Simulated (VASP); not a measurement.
# TiSi2 (Cmcm) in VASP: further runs

The runs below take TiSi2 through single point, with PBE.

All numbers are computed with VASP 6.6.1; they aren't measurements. Logs are shortened: lines on timing, memory, paths and dates and some standing lists are left out, and cuts for length are marked.

### Step 1. The cell of the first run

The structure is orthorhombic, space group Cmcm (No. 63). Conventional cell: a = 3.473 Å, b = 13.034 Å, c = 3.510 Å, α = 90.00°, β = 90.00°, γ = 90.00°. Within 3.3 Å of Ti (site symmetry m2m) lie 10 Si at 2.52 to 2.74 Å and 2 Ti at 3.17 Å. Si (site symmetry m2m) has 6 Si at 2.37 to 3.03 Å and 6 Ti at 2.52 to 2.74 Å within 3.1 Å. Si (site symmetry m2m) has 8 Si at 2.47 to 3.03 Å and 4 Ti at 2.60 to 2.61 Å within 3.3 Å.

### Step 2. Single point, PBE

File INCAR:

```
PREC     = Accurate       # precision mode
ENCUT    = 520            # plane-wave cutoff, eV
EDIFF    = 1E-6           # SCF threshold, eV
ISMEAR   = 0              # smearing method
SIGMA    = 0.1            # smearing width, eV
LREAL    = False          # projectors in reciprocal space
LASPH    = True           # aspherical terms in the spheres
NELM     = 80             # most SCF steps
ALGO     = Normal         # electronic algorithm
ISIF     = 2              # what is computed and relaxed
LWAVE    = False          # write WAVECAR
LCHARG   = True           # write CHGCAR
GGA      = PE             # functional
LELF     = True           # ELF
LVHAR    = True         
NBANDS   = 29             # bands
```

File KPOINTS:

```
regular mesh
0
Gamma
  10 10 10
```

File POSCAR:

```
TiSi2
1.0
    1.7365080491     -6.5168581131      0.0000000000
    1.7365080491      6.5168581131      0.0000000000
    0.0000000000      0.0000000000      3.5102967858
Ti Si
2 4
Direct
    0.8985106669      0.1014893331      0.7500000000
    0.1014893331      0.8985106669      0.2500000000
    0.5612584468      0.4387415532      0.7500000000
    0.4387415532      0.5612584468      0.2500000000
    0.2496328754      0.7503671246      0.7500000000
    0.7503671246      0.2496328754      0.2500000000
```

Potentials or basis: VASP PAW PBE potentials, release 64 (Ti_sv, Si).

Started as:

```bash
cat potpaw_PBE.64/Ti_sv/POTCAR potpaw_PBE.64/Si/POTCAR > POTCAR
mpirun -np 1 vasp_std > vasp.out
```

OUTCAR:

```text
PREC = Accurate
   ENCUT = 520
   EDIFF = 1E-6
   ISMEAR = 0
   LREAL = False
   LASPH = True
   NELM = 80
   ISIF = 2
   GGA = PE

 ion  position               nearest neighbor table
   1  0.899  0.101  0.750-   4 2.52   4 2.52   4 2.52   4 2.52   5 2.60   5 2.60   6 2.61   6 2.61
                             3 2.74   3 2.74
   2  0.101  0.899  0.250-   3 2.52   3 2.52   3 2.52   3 2.52   6 2.60   6 2.60   5 2.61   5 2.61
                             4 2.74   4 2.74
   3  0.561  0.439  0.750-   4 2.37   4 2.37   2 2.52   2 2.52   2 2.52   2 2.52   1 2.74   1 2.74
                             5 3.01   5 3.01   6 3.03   6 3.03
   4  0.439  0.561  0.250-   3 2.37   3 2.37   1 2.52   1 2.52   1 2.52   1 2.52   2 2.74   2 2.74
                             6 3.01   6 3.01   5 3.03   5 3.03
   5  0.250  0.750  0.750-   6 2.47   6 2.47   6 2.47   6 2.47   1 2.60   1 2.60   2 2.61   2 2.61
                             3 3.01   3 3.01   4 3.03   4 3.03
   6  0.750  0.250  0.250-   5 2.47   5 2.47   5 2.47   5 2.47   2 2.60   2 2.60   1 2.61   1 2.61
                             4 3.01   4 3.01   3 3.03   3 3.03

  LATTYP: Found a base centered orthorhombic cell.
 ALAT       =     3.4730160982
 B/A-ratio  =     3.7528522350
 C/A-ratio  =     1.0107343838

  Lattice vectors:

 A1 = (   1.7365080491,  -6.5168581131,   0.0000000000)
 A2 = (   1.7365080491,   6.5168581131,   0.0000000000)
 A3 = (   0.0000000000,   0.0000000000,   3.5102967858)

Analysis of symmetry for initial positions (statically):
=====================================================================
 Subroutine PRICEL returns:
 Original cell was already a primitive cell.

 Routine SETGRP: Setting up the symmetry group for a
 base centered orthorhombic supercell.

 Subroutine GETGRP returns: Found  8 space group operations
 (whereof  4 operations were pure point group operations)
 out of a pool of  8 trial point group operations.

The static configuration has the point symmetry C_2h.
 The point group associated with its full space group is D_2h.

Analysis of symmetry for dynamics (positions and initial velocities):
=====================================================================
 Subroutine PRICEL returns:
 Original cell was already a primitive cell.

 Routine SETGRP: Setting up the symmetry group for a
 base centered orthorhombic supercell.

 Subroutine GETGRP returns: Found  8 space group operations
 (whereof  4 operations were pure point group operations)
 out of a pool of  8 trial point group operations.

The dynamic configuration has the point symmetry C_2h.
[... 111 lines left out ...]
   NSW    =      0    number of steps for IOM
   IBRION =     -1    ionic relax: 0-MD 1-quasi-New 2-CG
   NFREE  =      0    steps in history (QN), initial steepest desc. (CG)
   ISIF   =      2    stress and relaxation
   ISYM   =      2    0-nonsym 1-usesym 2-fastsym
   POTIM  = 0.5000    time-step for ionic-motion
   TEBEG  =    0.0;   TEEND  =   0.0 temperature during run
   PSTRESS=    0.0 pullay stress
   NELECT =      40.0000    total number of electrons
   NUPDOWN=      -1.0000    fix difference up-down
   EMIN   =  10.00;   EMAX   =-10.00  energy-range for DOS
   EFERMI =   0.00;   METHOD = LEGACY
   ISMEAR =     0;   SIGMA  =   0.10  broadening in eV -4-tet -1-fermi 0-gaus
   EFERMI_NEDOS =   21; number of points for ismear=-14 and -15
   IALGO  =     38    algorithm
   IMIX   =      4    mixing-type and parameters
     AMIX     =   0.40;   BMIX     =  1.00
     AMIX_MAG =   1.60;   BMIX_MAG =  1.00
  volume/ion in A,a.u.               =      13.24        89.36
  Fermi-wavevector in a.u.,A,eV,Ry     =   1.302362  2.461108 23.077493  1.696148
  Thomas-Fermi vector in A             =   2.433435
   LORBIT       =      0    0 simple, 1 ext, 2 COOP (PROOUT), +10 PAW based schemes
   GGA     = PE    functional components
   LHFCALC =     F    Hartree Fock is set to
   AEXX    =    0.0000 exact exchange contribution
   IVDW    =     0    specifies the selected vdW correction
   LEPSILON=     F    determine dielectric tensor
   LRPA    =     F    only Hartree local field effects (RPA)
 non-spin polarized calculation
 Gauss-broadening in eV      SIGMA  =   0.10
  energy-cutoff  :      520.00
  volume of cell :       79.45
 maximum number of plane-waves:      2170
   NGX = 25   NGY = 25   NGZ = 13

 number of electron      39.9999999 magnetization

 Free energy of the ion-electron system (eV)
  ---------------------------------------------------
  ext. energy  EPLUGINS =         0.00000000
  ---------------------------------------------------
  free energy    TOTEN  =       -40.52081678 eV

  energy without entropy =      -40.51313703  energy(sigma->0) =      -40.51697690

 E-fermi :  11.4542     XC(G=0): -11.9558

 val. band max:       11.4451188495   @ k =  -0.2000   0.1000   0.2000
 cond. band min:      11.4663354885   @ k =  -0.4000   0.3000   0.2000
 fundamental gap:      0.0212166389
 Fermi energy:        11.4541713798

 k-point     1 :       0.0000    0.0000    0.0000
  band No.  band energies     occupation
      1     -45.1728      2.00000
      2     -45.1567      2.00000
      3     -21.5590      2.00000
      4     -21.5226      2.00000
      5     -21.5096      2.00000
      6     -21.4888      2.00000
[... 757 lines left out ...]
     28      15.1042      0.00000
     29      15.2030      0.00000

 [... further k-points ...]

------------------------ aborting loop because EDIFF is reached ----------------------------------------

  FORCE on cell =-STRESS in cart. coord.  units (eV):
  Direction    XX          YY          ZZ          XY          YZ          ZX
  --------------------------------------------------------------------------------------
  -------------------------------------------------------------------------------------
  Total        5.9299271      5.9123498      5.9070707      0.0000000     -0.0000000      0.0000000
  in kB      119.5834385    119.2289742    119.1225156      0.0000000     -0.0000000      0.0000000
  external PRESSURE =     119.3116428 kB  Pullay stress =       0.0000000 kB

 VOLUME and BASIS-vectors are now :
 -----------------------------------------------------------------------------
  energy-cutoff  :      520.00
  volume of cell :       79.45
      direct lattice vectors                 reciprocal lattice vectors
     1.736508049 -6.516858113  0.000000000     0.287934168 -0.076724089  0.000000000
     1.736508049  6.516858113  0.000000000     0.287934168  0.076724089  0.000000000
     0.000000000  0.000000000  3.510296786     0.000000000  0.000000000  0.284876197

 POSITION                                       TOTAL-FORCE (eV/Angst)
 -----------------------------------------------------------------------------------
      1.73651     -5.19407      2.63272         0.000000      0.003048      0.000000
      1.73651      5.19407      0.87757         0.000000     -0.003048     -0.000000
      1.73651     -0.79843      2.63272         0.000000      0.010569     -0.000000
      1.73651      0.79843      0.87757         0.000000     -0.010569      0.000000
      1.73651      3.26321      2.63272         0.000000      0.002694     -0.000000
      1.73651     -3.26321      0.87757         0.000000     -0.002694     -0.000000
 -----------------------------------------------------------------------------------
    total drift:                                0.000000     -0.000000      0.000000

  FREE ENERGIE OF THE ION-ELECTRON SYSTEM (eV)
  ---------------------------------------------------
  free  energy   TOTEN  =       -40.5208167767 eV

  energy  without entropy=      -40.5131370265  energy(sigma->0) =      -40.51697690
```

OSZICAR:

```text
N       E                     dE             d eps       ncg     rms          rms(c)
DAV:   1     0.396359205194E+03    0.39636E+03   -0.18873E+04 10788   0.148E+03
DAV:   2     0.269210295018E+01   -0.39367E+03   -0.38244E+03 10838   0.435E+02
DAV:   3    -0.406264333726E+02   -0.43319E+02   -0.42477E+02 17976   0.121E+02
DAV:   4    -0.438620451834E+02   -0.32356E+01   -0.32107E+01 15233   0.298E+01
DAV:   5    -0.440349958751E+02   -0.17295E+00   -0.17289E+00 16181   0.599E+00    0.207E+01
DAV:   6    -0.411329870815E+02    0.29020E+01   -0.31431E+01 14885   0.406E+01    0.748E+00
DAV:   7    -0.406130373404E+02    0.51995E+00   -0.72091E+00 14373   0.203E+01    0.624E+00
DAV:   8    -0.405186672624E+02    0.94370E-01   -0.69993E-01 14532   0.643E+00    0.950E-01
DAV:   9    -0.405201241670E+02   -0.14569E-02   -0.60349E-02 15422   0.166E+00    0.649E-01
DAV:  10    -0.405208552723E+02   -0.73111E-03   -0.83841E-03 15120   0.718E-01    0.194E-01
DAV:  11    -0.405208259723E+02    0.29300E-04   -0.15707E-03 15048   0.318E-01    0.344E-02
DAV:  12    -0.405208156993E+02    0.10273E-04   -0.12046E-04 15049   0.818E-02    0.107E-02
DAV:  13    -0.405208168487E+02   -0.11495E-05   -0.57766E-06 14666   0.174E-02    0.360E-03
DAV:  14    -0.405208167767E+02    0.72011E-07   -0.87697E-07  8110   0.766E-03
   1 F= -.40520817E+02 E0= -.40516977E+02  d E =-.767975E-02
```

stdout:

```text
POSCAR found type information on POSCAR TiSi
 POSCAR found :  2 types and       6 ions
 scaLAPACK will be used
 LDA part: xc-table for (Slater+PW92), standard interpolation
 POSCAR, INCAR and KPOINTS ok, starting setup
 FFT: planning ... GRIDC
 FFT: planning ... GRID_SOFT
 FFT: planning ... GRID
 WAVECAR not read
 entering main loop
```

Wall time 6.9 min (1 thread of AMD EPYC 9R45 (Zen 5), shared host); peak memory 0.46 GiB.

Results:

```yaml
Free_energy: -40.5208 eV
Pressure: 11.9 GPa
Largest_force: 0.011 eV/Å
Band_gap_on_the_k_mesh: zero (band 20 reaches 11.85 eV, above the bottom of band 21 at 10.83 eV)
```

Forces in eV/Å, atoms in the order of the input:
```
Ti   0.000  0.003  0.000
Ti   0.000 -0.003  0.000
Si   0.000  0.011  0.000
Si   0.000 -0.011  0.000
Si   0.000  0.003  0.000
Si   0.000 -0.003  0.000
```

Levels at points of the mesh, in eV from the Fermi level:
```
           k point  band 16  band 17  band 18  band 19  band 20  band 21  band 22  band 23  band 24  band 25
(0.00, 0.00, 0.00)    -2.57    -2.25    -2.11    -1.98     0.39     0.82     0.91     1.01     1.29     1.36
(0.50, 0.00, 0.00)    -2.66    -1.91    -1.28    -0.65    -0.64    -0.63     1.33     1.63     1.75     1.89
(0.50, 0.50, 0.00)    -2.79    -2.59    -1.97    -1.19     0.30     0.62     0.63     0.94     1.47     2.40
(0.00, 0.00, 0.50)    -2.55    -1.74    -1.74    -0.04    -0.04     1.26     1.26     1.57     1.57     1.73
(0.50, 0.00, 0.50)    -4.21    -3.18    -3.18    -2.64    -2.64     1.88     1.88     2.02     2.02     2.66
(0.50, 0.50, 0.50)    -3.53    -2.28    -2.28    -0.97    -0.97     0.69     0.69     1.77     1.77     2.63
```

(Part 1 of 2 ends here.)
